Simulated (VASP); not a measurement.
**SiC: single point with PBE**

Crystal: SiC.

```xyz
8
Lattice="5.3221 0.0000 0.0000 0.0000 5.3221 0.0000 0.0000 0.0000 3.0931" Properties=species:S:1:pos:R:3 pbc="T T T"
Si    3.5956    3.5956    0.0000
Si    4.3876    0.9345    1.5466
Si    1.7265    1.7265    0.0000
Si    0.9345    4.3876    1.5466
C     4.3398    4.3398    1.5466
C     3.6434    1.6787    0.0000
C     0.9823    0.9823    1.5466
C     1.6787    3.6434    0.0000
```

The cell was generated, and may not be a known phase.

```
Program                : VASP 6.6.1
Task                   : single point
Functional             : PBE
Potentials or basis    : VASP PAW PBE potentials, release 64 (Si, C)
Cutoff                 : 520 eV
k mesh                 : 4 × 4 × 6
Occupations            : gaussian, width 0.1 eV
Spin                   : no spin polarisation
Dipole correction      : no
Further INCAR settings : ALGO = Normal; EDIFF = 1e-07; NBANDS = 26
```

* Pressure: 0.0 GPa
* Largest force: 0.011 eV/Å
* Band gap on the k mesh: 2.17 eV (least direct gap 2.87 eV)

Forces on the atoms (eV/Å):
```
Si   0.004  0.004  0.000
Si  -0.004  0.004  0.000
Si  -0.004 -0.004  0.000
Si   0.004 -0.004  0.000
C   -0.008 -0.008  0.000
C    0.008 -0.008  0.000
C    0.008  0.008  0.000
C   -0.008  0.008  0.000
```

Stress tensor (GPa, compression positive):
```
 0.01  0.00  0.00
 0.00  0.01  0.00
 0.00  0.00 -0.08
```

Levels at points of the mesh, in eV from the valence-band top:
```csv
k point,band 14,band 15,band 16,band 17,band 18,band 19
"(0.00, 0.00, 0.00)",-0.07,0.00,0.00,2.87,4.52,5.31
"(0.50, 0.00, 0.00)",-1.07,-0.87,-0.87,4.05,4.05,5.07
"(0.50, 0.50, 0.00)",-1.87,-1.56,-1.56,4.46,4.46,4.56
"(0.00, 0.00, 0.50)",-2.81,-2.70,-2.70,3.05,3.05,6.42
"(0.50, 0.00, 0.50)",-2.42,-1.29,-1.29,3.30,3.30,5.18
"(0.50, 0.50, 0.50)",-1.95,-1.65,-1.65,3.00,3.00,3.49
```

Run time: 61 s on 1 thread of Intel Xeon 8259CL (shared host), peak memory 0.2 GiB.

A k mesh can miss the band edges.
